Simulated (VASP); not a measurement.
# C (I4_1/amd) in VASP: a series of runs

C is run at these levels: r2SCAN, PBE; tasks: single point.

Everything below comes from runs of VASP 6.6.1. Logs are shortened: lines on timing, memory, paths and dates and some standing lists are left out, and cuts for length are marked.

### 1 The cell of the first run

The structure is tetragonal, space group I4_1/amd (No. 141). Conventional cell: a = 2.517 Å, b = 2.517 Å, c = 3.703 Å, α = 90.00°, β = 90.00°, γ = 90.00°. Within 2.1 Å of C (site symmetry -4m2) lie 4 C at 1.56 Å.

### 2 Single point, r2SCAN (uniaxial z strain +4.0%)

POSCAR

```
C
1.0
    0.0000000000      1.7801241425      1.8513291082
    1.7801241425      0.0000000000      1.8513291082
    1.7801241425      1.7801241425      0.0000000000
C
2
Direct
    0.0000000000      0.0000000000      0.0000000000
    0.2500000000      0.2500000000      0.2500000000
```

INCAR.step1

```
PREC = Accurate
ENCUT = 520
ISMEAR = 0
SIGMA = 0.01
LREAL = F
LASPH = T
NELM = 60
NBANDS = 11
GGA = PE
ALGO = Normal
EDIFF = 1E-4
LWAVE = T
LCHARG = F
```

INCAR.step2

```
PREC = Accurate
ENCUT = 520
EDIFF = 1E-6
ISMEAR = 0
SIGMA = 0.01
LREAL = F
LASPH = T
NELM = 60
ALGO = Normal
ISIF = 2
LWAVE = F
LCHARG = F
METAGGA = R2SCAN
LMIXTAU = T
NBANDS = 11
ISTART = 1
```

KPOINTS

```
regular mesh
0
Gamma
  12 12 12
```

Potentials or basis: VASP PAW PBE potentials, release 64 (C).

Command:

```
cat potpaw_PBE.64/C/POTCAR > POTCAR
cp INCAR.step1 INCAR
mpirun -np 1 vasp_std > vasp.out
cp INCAR.step2 INCAR
mpirun -np 1 vasp_std > vasp.out
```

OUTCAR:

```text
PREC = Accurate
   ENCUT = 520
   EDIFF = 1E-6
   ISMEAR = 0
   LREAL = F
   LASPH = T
   NELM = 60
   ISIF = 2
   METAGGA = R2SCAN
   ISTART = 1

 ion  position               nearest neighbor table
   1  0.000  0.000  0.000-   2 1.56   2 1.56   2 1.56   2 1.56
   2  0.250  0.250  0.250-   1 1.56   1 1.56   1 1.56   1 1.56

  LATTYP: Found a body centered tetragonal cell.
 ALAT       =     2.5174757050
 C/A-ratio  =     1.4707821049

  Lattice vectors:

 A1 = (  -1.7801241425,   0.0000000000,   1.8513291082)
 A2 = (   1.7801241425,   0.0000000000,   1.8513291082)
 A3 = (   0.0000000000,   1.7801241425,  -1.8513291082)

Analysis of symmetry for initial positions (statically):
=====================================================================
 Subroutine PRICEL returns:
 Original cell was already a primitive cell.

 Routine SETGRP: Setting up the symmetry group for a
 body centered tetragonal supercell.

 Subroutine GETGRP returns: Found 16 space group operations
 (whereof  8 operations were pure point group operations)
 out of a pool of 16 trial point group operations.

The static configuration has the point symmetry D_2d.
 The point group associated with its full space group is D_4h.

Analysis of symmetry for dynamics (positions and initial velocities):
=====================================================================
 Subroutine PRICEL returns:
 Original cell was already a primitive cell.

 Routine SETGRP: Setting up the symmetry group for a
 body centered tetragonal supercell.

 Subroutine GETGRP returns: Found 16 space group operations
 (whereof  8 operations were pure point group operations)
 out of a pool of 16 trial point group operations.

The dynamic configuration has the point symmetry D_2d.
 The point group associated with its full space group is D_4h.

 Subroutine INISYM returns: Found 16 space group operations
 (whereof  8 operations are pure point group operations),
 and found     1 'primitive' translations

----------------------------------------------------------------------------------------

                                     Primitive cell

  volume of cell :      11.7331

  direct lattice vectors                    reciprocal lattice vectors
     0.000000000  1.780124143  1.851329108    -0.280879287  0.280879287  0.270076238
     1.780124143  0.000000000  1.851329108     0.280879287 -0.280879287  0.270076238
     1.780124143  1.780124143  0.000000000     0.280879287  0.280879287 -0.270076238

  length of vectors
     2.568318794  2.568318794  2.517475705     0.480341047  0.480341047  0.480341047

  position of ions in fractional coordinates (direct lattice)
     0.000000000  0.000000000  0.000000000
     0.250000000  0.250000000  0.250000000

  ion indices of the primitive-cell ions
   primitive index   ion index
                 1           1
                 2           2

----------------------------------------------------------------------------------------

 KPOINTS: regular mesh

Automatic generation of k-mesh.
 Grid dimensions read from file:
 generate k-points for:   12   12   12

 Generating k-lattice:

  Cartesian coordinates                     Fractional coordinates (reciprocal lattice)
    -0.023406607  0.023406607  0.022506353     0.083333333  0.000000000  0.000000000
     0.023406607 -0.023406607  0.022506353     0.000000000  0.083333333  0.000000000
     0.023406607  0.023406607 -0.022506353     0.000000000  0.000000000  0.083333333

  Length of vectors
     0.040028421  0.040028421  0.040028421

  Shift w.r.t. Gamma in fractional coordinates (k-lattice)
     0.000000000  0.000000000  0.000000000

 Subroutine IBZKPT returns following result:
 ===========================================

 Found    163 irreducible k-points:

 Following reciprocal coordinates:
            Coordinates               Weight
  0.000000  0.000000  0.000000      1.000000
  0.083333  0.000000  0.000000      8.000000
  0.166667  0.000000  0.000000      8.000000
  0.250000  0.000000  0.000000      8.000000
  0.333333  0.000000  0.000000      8.000000
  0.416667  0.000000  0.000000      8.000000
[... 16 lines left out ...]
  0.500000  0.166667  0.000000      8.000000
 -0.416667  0.166667  0.000000      8.000000
 [... further k-points ...]
   k-points           NKPTS =    163   k-points in BZ     NKDIM =    163   number of bands    NBANDS=     11
   number of dos      NEDOS =    301   number of ions     NIONS =      2
   total plane-waves  NPLWV =   8000
   dimension x,y,z NGX =    20 NGY =   20 NGZ =   20
   dimension x,y,z NGXF=    40 NGYF=   40 NGZF=   40
   ions per type =               2
   NGX,Y,Z   is equivalent  to a cutoff of  12.95, 12.95, 13.21 a.u.
   NGXF,Y,Z  is equivalent  to a cutoff of  25.89, 25.89, 26.41 a.u.
 SYSTEM =  unknown system
   PREC   = accura    normal or accurate (medium, high low for compatibility)
   ISTART =      1    job   : 0-new  1-cont  2-samecut
   ICHARG =      0    charge: 1-file 2-atom 10-const
   ISPIN  =      1    spin polarized calculation?
   LNONCOLLINEAR =      F non collinear calculations
   LSORBIT =      F    spin-orbit coupling
   LASPH  =      T    aspherical Exc in radial PAW
   ENCUT  =  520.0 eV  38.22 Ry    6.18 a.u.   4.78  4.78  4.68*2*pi/ulx,y,z
   NELM   =     60;   NELMIN=  2; NELMDL=  0     # of ELM steps
   EDIFF  = 0.1E-05   stopping-criterion for ELM
   LREAL  =      F    real-space projection
   EDIFFG = 0.1E-04   stopping-criterion for IOM
   NSW    =      0    number of steps for IOM
   IBRION =     -1    ionic relax: 0-MD 1-quasi-New 2-CG
   NFREE  =      0    steps in history (QN), initial steepest desc. (CG)
   ISIF   =      2    stress and relaxation
   ISYM   =      2    0-nonsym 1-usesym 2-fastsym
   POTIM  = 0.5000    time-step for ionic-motion
   TEBEG  =    0.0;   TEEND  =   0.0 temperature during run
   PSTRESS=    0.0 pullay stress
   NELECT =       8.0000    total number of electrons
   NUPDOWN=      -1.0000    fix difference up-down
   EMIN   =  10.00;   EMAX   =-10.00  energy-range for DOS
   EFERMI =   0.00;   METHOD = LEGACY
   ISMEAR =     0;   SIGMA  =   0.01  broadening in eV -4-tet -1-fermi 0-gaus
   EFERMI_NEDOS =   21; number of points for ismear=-14 and -15
   IALGO  =     38    algorithm
   IMIX   =      4    mixing-type and parameters
     AMIX     =   0.40;   BMIX     =  1.00
     AMIX_MAG =   1.60;   BMIX_MAG =  1.00
  volume/ion in A,a.u.               =       5.87        39.59
  Fermi-wavevector in a.u.,A,eV,Ry     =   1.440899  2.722904 28.248264  2.076189
  Thomas-Fermi vector in A             =   2.559591
   LORBIT       =      0    0 simple, 1 ext, 2 COOP (PROOUT), +10 PAW based schemes
   METAGGA = R2SCAN    functional components
   LHFCALC =     F    Hartree Fock is set to
   AEXX    =    0.0000 exact exchange contribution
   IVDW    =     0    specifies the selected vdW correction
   LEPSILON=     F    determine dielectric tensor
   LRPA    =     F    only Hartree local field effects (RPA)
 non-spin polarized calculation
 Gauss-broadening in eV      SIGMA  =   0.01
  energy-cutoff  :      520.00
  volume of cell :       11.73
 maximum number of plane-waves:       334
   NGX =  9   NGY =  9   NGZ =  9

 number of electron       8.0000000 magnetization

 Free energy of the ion-electron system (eV)
  ---------------------------------------------------
  ext. energy  EPLUGINS =         0.00000000
  ---------------------------------------------------
  free energy    TOTEN  =       -19.60066731 eV

  energy without entropy =      -19.60066731  energy(sigma->0) =      -19.60066731

 E-fermi :   9.5886     XC(G=0): -14.0750

 val. band max:        9.4413397532   @ k =   0.0000   0.0000   0.0000
 cond. band min:      13.1957149328   @ k =   0.3333   0.0000   0.3333
 fundamental gap:      3.7543751796
 Fermi energy:         9.5885996130

 k-point     1 :       0.0000    0.0000    0.0000
  band No.  band energies     occupation
      1     -13.0021      2.00000
      2       8.8101      2.00000
      3       9.4413      2.00000
      4       9.4413      2.00000
      5      14.8161      0.00000
      6      14.8161      0.00000
      7      15.3332      0.00000
      8      22.2155      0.00000
      9      29.1835      0.00000
     10      35.0365      0.00000
     11      36.3360      0.00000

 k-point     2 :       0.0833    0.0000    0.0000
  band No.  band energies     occupation
      1     -12.8056      2.00000
      2       7.8713      2.00000
      3       8.7593      2.00000
      4       9.1189      2.00000
      5      15.2621      0.00000
      6      15.3346      0.00000
      7      15.9540      0.00000
      8      22.4464      0.00000
      9      29.5238      0.00000
     10      33.2672      0.00000
     11      35.0318      0.00000

 k-point     3 :       0.1667    0.0000    0.0000
  band No.  band energies     occupation
      1     -12.2189      2.00000
      2       5.3115      2.00000
      3       7.9424      2.00000
      4       8.4278      2.00000
      5      16.1722      0.00000
      6      16.2465      0.00000
      7      17.0481      0.00000
      8      23.1207      0.00000
      9      30.2135      0.00000
     10      31.9705      0.00000
     11      33.2320      0.00000

 k-point     4 :       0.2500    0.0000    0.0000
  band No.  band energies     occupation
      1     -11.2520      2.00000
      2       2.3938      2.00000
      3       7.1476      2.00000
      4       7.7247      2.00000
      5      16.7837      0.00000
      6      17.2108      0.00000
      7      17.8718      0.00000
      8      24.0679      0.00000
      9      30.5465      0.00000
     10      31.9930      0.00000
     11      32.5913      0.00000
[... 239 lines left out ...]
 k-point    22 :       0.4167    0.1667    0.0000
  band No.  band energies     occupation
      1      -8.8787      2.00000
      2      -0.7805      2.00000
      3       4.3671      2.00000
      4       5.4267      2.00000
      5      16.5862      0.00000
      6      20.1434      0.00000
      7      20.6192      0.00000
      8      22.7911      0.00000
      9      30.8544      0.00000
     10      31.7950      0.00000
     11      37.4447      0.00000

 k-point    23 :       0.5000    0.1667    0.0000
  band No.  band energies     occupation
      1      -7.3091      2.00000
      2      -3.0398      2.00000
      3       3.6231      2.00000
      4       5.5397      2.00000
      5      17.0356      0.00000
      6      20.1598      0.00000
      7      20.3661      0.00000
      8      24.4696      0.00000
      9      30.0091      0.00000
     10      33.4310      0.00000
     11      36.5981      0.00000

 k-point    24 :      -0.4167    0.1667    0.0000
  band No.  band energies     occupation
      1      -6.7543      2.00000
      2      -3.7072      2.00000
      3       3.1568      2.00000
      4       5.9399      2.00000
      5      17.5282      0.00000
      6      19.8259      0.00000
      7      20.0846      0.00000
      8      25.2849      0.00000
      9      29.6499      0.00000
     10      34.1747      0.00000
     11      34.4433      0.00000

 [... further k-points ...]
[... 5 lines left out ...]
  --------------------------------------------------------------------------------------
  -------------------------------------------------------------------------------------
  Total       -0.1839652     -0.1839652     -3.0137090      0.0000000      0.0000000      0.0000000
  in kB      -25.1207178    -25.1207178   -411.5263895      0.0000000      0.0000000      0.0000000
  external PRESSURE =    -153.9226084 kB  Pullay stress =       0.0000000 kB

 VOLUME and BASIS-vectors are now :
 -----------------------------------------------------------------------------
  energy-cutoff  :      520.00
  volume of cell :       11.73
      direct lattice vectors                 reciprocal lattice vectors
     0.000000000  1.780124143  1.851329108    -0.280879287  0.280879287  0.270076238
     1.780124143  0.000000000  1.851329108     0.280879287 -0.280879287  0.270076238
     1.780124143  1.780124143  0.000000000     0.280879287  0.280879287 -0.270076238

 POSITION                                       TOTAL-FORCE (eV/Angst)
 -----------------------------------------------------------------------------------
      0.00000      0.00000      0.00000         0.000000      0.000000     -0.000000
      0.89006      0.89006      0.92566        -0.000000     -0.000000      0.000000
 -----------------------------------------------------------------------------------
    total drift:                                0.000000      0.000000      0.000000

  FREE ENERGIE OF THE ION-ELECTRON SYSTEM (eV)
  ---------------------------------------------------
  free  energy   TOTEN  =       -19.6006673075 eV

  energy  without entropy=      -19.6006673075  energy(sigma->0) =      -19.60066731
```

It took 69 s on 1 thread of Intel Xeon Platinum 8488C (Sapphire Rapids), shared host; peak memory 0.13 GiB.

What came out:

* Free energy: -19.6007 eV
* Pressure: -15.4 GPa
* Band gap on the k mesh: 3.75 eV, indirect (least direct gap 5.37 eV)

Stress tensor (GPa, compression positive):
```
 -2.51   0.00   0.00
  0.00  -2.51   0.00
  0.00   0.00 -41.15
```

Caveat: the cell differs from its parent crystal (uniaxial z strain +4.0%); the PAW data sets were made with another functional, which shifts forces and pressure a little.

### 3 Single point, PBE (uniaxial z strain -4.0%)

INCAR

```
SYSTEM = C
ALGO = Normal
EDIFF = 1E-7
ENCUT = 520
GGA = PE
ISIF = 2
ISMEAR = 0
LASPH = .TRUE.
LCHARG = .FALSE.
LREAL = .FALSE.
LWAVE = .FALSE.
NBANDS = 11
NELM = 80
PREC = Accurate
SIGMA = 0.01
```

KPOINTS

```
k-points
0
G
  6 6 6
  0 0 0
```

POSCAR

```
C
1.0
    0.0000000000      1.7801241425      1.7089191768
    1.7801241425      0.0000000000      1.7089191768
    1.7801241425      1.7801241425      0.0000000000
C
2
Direct
    0.0000000000      0.0000000000      0.0000000000
    0.2500000000      0.2500000000      0.2500000000
```

Potentials or basis: VASP PAW PBE potentials, release 64 (C).

Command:

```
cat potpaw_PBE.64/C/POTCAR > POTCAR
mpirun -np 1 vasp_std > vasp.out
```

Wall time 5.8 s (1 thread of AMD EPYC 7R13, shared host); peak memory 0.11 GiB.

It converged, with:

| Property | Result |
| --- | --- |
| Free energy | -18.0970 eV |
| Pressure | 24.9 GPa |
| Band gap on the k mesh | 3.21 eV, indirect (least direct gap 4.98 eV) |

Stress tensor (GPa, compression positive):
```
12.23  0.00  0.00
 0.00 12.23  0.00
 0.00  0.00 50.22
```

Levels at points of the mesh, in eV from the valence-band top:
```tsv
k point	band 1	band 2	band 3	band 4	band 5	band 6	band 7	band 8	band 9
(0.00, 0.00, 0.00)	-22.52	-0.61	-0.61	0.00	4.98	5.50	5.50	13.98	19.51
(0.50, 0.00, 0.00)	-16.46	-14.30	-3.69	-2.96	7.92	8.05	9.59	15.74	22.12
(0.50, 0.50, 0.00)	-13.05	-13.05	-7.40	-7.40	3.80	3.80	17.25	17.25	24.10
(0.50, 0.00, 0.50)	-13.72	-13.72	-6.77	-6.77	4.79	4.79	16.96	16.96	23.43
```

Caveat: the k points lie up to 0.52 Å⁻¹ apart; the cell differs from its parent crystal (uniaxial z strain -4.0%). A k mesh can miss the band edges.

### 4 Single point, PBE (uniaxial z strain -3.0%)

INCAR

```
SYSTEM = C
PREC = Accurate
ENCUT = 520
EDIFF = 1E-7
ISMEAR = 0
SIGMA = 0.01
LREAL = .False.
LASPH = .True.
NELM = 100
ALGO = Normal
ISIF = 2
LWAVE = .False.
LCHARG = .False.
GGA = PE
NBANDS = 11
```

KPOINTS

```
regular mesh
0
Gamma
  6 6 6
  0 0 0
```

POSCAR

```
C
1.0
    0.0000000000      1.7801241425      1.7267204183
    1.7801241425      0.0000000000      1.7267204183
    1.7801241425      1.7801241425      0.0000000000
C
2
Direct
    0.0000000000      0.0000000000      0.0000000000
    0.2500000000      0.2500000000      0.2500000000
```

Command:

```
cat potpaw_PBE.64/C/POTCAR > POTCAR
mpirun -np 1 vasp_std > vasp.out
```

Run time: 5.4 s. Hardware: 1 thread of AMD EPYC 7R13, shared host; peak memory 0.11 GiB.

The run converged. Its results:

* Free energy: -18.1284 eV
* Pressure: 19.6 GPa
* Band gap on the k mesh: 3.45 eV, indirect (least direct gap 5.14 eV)

Stress tensor (GPa, compression positive):
```
10.10  0.00  0.00
 0.00 10.10  0.00
 0.00  0.00 38.48
```

Levels at points of the mesh, in eV from the valence-band top:
```csv
k point,band 1,band 2,band 3,band 4,band 5,band 6,band 7,band 8
"(0.00, 0.00, 0.00)",-22.27,-0.46,-0.46,0.00,5.14,5.52,5.52,13.85
"(0.50, 0.00, 0.00)",-16.28,-14.08,-3.47,-2.92,8.09,8.16,9.38,15.73
"(0.50, 0.50, 0.00)",-13.00,-13.00,-7.13,-7.13,4.04,4.04,17.16,17.16
"(0.50, 0.00, 0.50)",-13.49,-13.49,-6.66,-6.66,4.78,4.78,16.95,16.95
```

Caveat: the k points lie up to 0.51 Å⁻¹ apart; the cell differs from its parent crystal (uniaxial z strain -3.0%). A k mesh can miss the band edges.

### 5 Single point, PBE (uniaxial z strain -2.0%)

INCAR

```
PREC     = Accurate       # precision mode
ENCUT    = 520            # plane-wave cutoff, eV
EDIFF    = 1E-7           # SCF threshold, eV
ISMEAR   = 0              # smearing method
SIGMA    = 0.01           # smearing width, eV
LREAL    = False          # projectors in reciprocal space
LASPH    = True           # aspherical terms in the spheres
NELM     = 60             # most SCF steps
ALGO     = Normal         # electronic algorithm
ISIF     = 2              # what is computed and relaxed
LWAVE    = False          # write WAVECAR
LCHARG   = False          # write CHGCAR
GGA      = PE             # functional
NBANDS   = 11             # bands
```

KPOINTS

```
regular mesh
0
Gamma
  6 6 6
```

POSCAR

```
C
1.0
    0.0000000000      1.7801241425      1.7445216597
    1.7801241425      0.0000000000      1.7445216597
    1.7801241425      1.7801241425      0.0000000000
C
2
Direct
    0.0000000000      0.0000000000      0.0000000000
    0.2500000000      0.2500000000      0.2500000000
```

Command:

```
cat potpaw_PBE.64/C/POTCAR > POTCAR
mpirun -np 1 vasp_std > vasp.out
```

It took 6.1 s on 1 thread of AMD EPYC 7R13, shared host; peak memory 0.12 GiB.

It converged, with:

```
Free energy            : -18.1516 eV
Pressure               : 14.5 GPa
Band gap on the k mesh : 3.69 eV, indirect (least direct gap 5.29 eV)
```

Stress tensor (GPa, compression positive):
```
 8.20  0.00  0.00
 0.00  8.20  0.00
 0.00  0.00 27.03
```

Levels at points of the mesh, in eV from the valence-band top:
```tsv
k point	band 1	band 2	band 3	band 4	band 5	band 6	band 7	band 8
(0.00, 0.00, 0.00)	-22.03	-0.30	-0.30	0.00	5.29	5.55	5.55	13.72
(0.50, 0.00, 0.00)	-16.10	-13.86	-3.25	-2.89	8.26	8.27	9.19	15.74
(0.50, 0.50, 0.00)	-12.93	-12.93	-6.86	-6.86	4.29	4.29	17.07	17.07
(0.50, 0.00, 0.50)	-13.26	-13.26	-6.55	-6.55	4.77	4.77	16.94	16.94
```

Caveat: the k points lie up to 0.51 Å⁻¹ apart; the cell differs from its parent crystal (uniaxial z strain -2.0%). A k mesh can miss the band edges.

### 6 Overview

```tsv
level	cell	k mesh	gap on the mesh (eV)	pressure (GPa)
r2SCAN	a = 2.568, b = 2.568, c = 2.517 Å, angles 60.7, 60.7, 58.7°, 2 atoms	12 × 12 × 12	3.75	-15.4
PBE	a = 2.468, b = 2.468, c = 2.517 Å, angles 59.3, 59.3, 61.3°, 2 atoms	6 × 6 × 6	3.21	24.9
PBE	a = 2.480, b = 2.480, c = 2.517 Å, angles 59.5, 59.5, 61.0°, 2 atoms	6 × 6 × 6	3.45	19.6
PBE	a = 2.492, b = 2.492, c = 2.517 Å, angles 59.7, 59.7, 60.7°, 2 atoms	6 × 6 × 6	3.69	14.5
```

Alike in all rows: task single point; potentials or basis VASP PAW PBE potentials, release 64 (C); no spin polarisation; cutoff (eV) 520; smearing gaussian 0.01 eV.

Caveats: some runs use coarse meshes; the PAW data sets were made with another functional, which shifts forces and pressure a little (some runs).

Absolute energies hang on the potentials; compare differences alone.
